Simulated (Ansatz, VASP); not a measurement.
# One calculation of Se, two programs

The input POSCAR:

```
Se
1.0
    3.5465446059      0.0000000000      0.0000000000
   -1.7732723030      3.0713977243      0.0000000000
    0.0000000000      0.0000000000      3.7246523562
Se
2
Direct
    0.3333333333      0.6666666667      0.2500000000
    0.6666666667      0.3333333333      0.7500000000
```

Contents of INCAR.step1:

```
SYSTEM = Se
PREC = Accurate
ENCUT = 520
ISMEAR = -1
SIGMA = 0.1
LREAL = .False.
LASPH = .True.
NELM = 80
NBANDS = 13
GGA = PE
ALGO = Normal
EDIFF = 1E-4
LWAVE = .True.
LCHARG = .False.
```

Contents of INCAR.step2:

```
SYSTEM = Se
PREC = Accurate
ENCUT = 520
EDIFF = 1E-6
ISMEAR = -1
SIGMA = 0.1
LREAL = .False.
LASPH = .True.
NELM = 80
ALGO = Normal
ISIF = 2
LWAVE = .False.
LCHARG = .False.
METAGGA = R2SCAN
LMIXTAU = .True.
NBANDS = 13
ISTART = 1
```

Contents of KPOINTS:

```
Automatic mesh
0
Gamma
  11 11 9
  0 0 0
```

Input for Ansatz:

```yaml
crystal:
  lattice:
    - [3.5465446059, 0.0, 0.0]
    - [-1.773272303, 3.0713977243, 0.0]
    - [0.0, 0.0, 3.7246523562]
  atoms:
    - { symbol: Se, position: [0.3333333333, 0.6666666667, 0.25] }
    - { symbol: Se, position: [0.6666666667, 0.3333333333, 0.75] }
hamiltonian:
  xc: r2scan
  pseudopotentials:
    kind: paw
    azcp:
      Se: "pseudopotentials/Se.paw.azcp"
basis:
  ecutwfc: 500
  fft_grid_basis: typed
kpoints:
  mp_grid: { grid: [11, 11, 9], shift: [0, 0, 0] }
magnetization:
  spin_polarized: false
scf:
  occupations: { method: fermi_dirac, width: 0.1 }
  lower_state_search: "off"
output:
  stress: true
```

Alike in both runs: task single point; functional r2SCAN; k mesh 11 × 11 × 9; occupations fermi-dirac, width 0.1 eV; no spin polarisation.

```csv
,VASP,Ansatz
version,VASP 6.6.1,Ansatz 0.2.0
potentials or method,"VASP PAW PBE potentials, release 64 (Se), cutoff 520 eV","plane waves (500 eV) with PAW, scalar-relativistic"
valence electrons in the cell,12,32
```

```tsv
	VASP	Ansatz	Ansatz less VASP
pressure (GPa)	6.9	7.0	+0.07
traceless stress, the component that is largest in VASP (GPa)	2.04	2.08	+0.037
```

VASP's potentials were made for PBE, not for r2SCAN. With one functional, cell and mesh, what is left measures potentials, basis and numerics. VASP's potentials hold 12 valence electrons a cell and Ansatz's 32, so a difference there can come from the potentials and not from the codes.
